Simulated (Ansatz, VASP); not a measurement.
# Two plane-wave programs on SnGe3Te4

```
Sn Ge Te
1.0
     6.12712    0.00000    0.00000
     0.00000    6.12712    0.00000
     0.00000    0.00000    6.12712
Sn Ge Te
1 3 4
Direct
  0.00000 0.00000 0.00000
  0.50000 0.00000 0.50000
  0.50000 0.50000 0.00000
  0.00000 0.50000 0.50000
  0.00000 0.50000 0.00000
  0.50000 0.50000 0.50000
  0.00000 0.00000 0.50000
  0.50000 0.00000 0.00000
```

Alike in both runs: functional PBE; k mesh 6 × 6 × 6; occupations gaussian, width 0.1 eV; no spin polarisation.

Ansatz relaxed the structure, and its values are those at the end. VASP's run is a single point on that final structure, the one shown.

|  | VASP | Ansatz |
| --- | --- | --- |
| version | VASP 6.6.1 | Ansatz 0.2.0 |
| potentials or method | VASP PAW PBE potentials, release 64 (Sn_d, Ge_d, Te), cutoff 520 eV | scalar-relativistic, plane waves, PAW |
| valence electrons in the cell | 80 | 120 |

Ansatz gave:

| Item | Value |
| --- | --- |
| gap on the k mesh at the Fermi level (eV) | none |
| pressure (GPa) | 0.0 |

Q: What did VASP give for the same quantities?

A: gap on the k mesh at the Fermi level (eV): none; pressure (GPa): -0.1.

A gap of «none» marks a metal or a gap that the smearing closes. VASP's potentials hold 80 valence electrons a cell and Ansatz's 120, so a difference there can come from the potentials and not from the codes.

Neither program's run includes spin-orbit coupling.
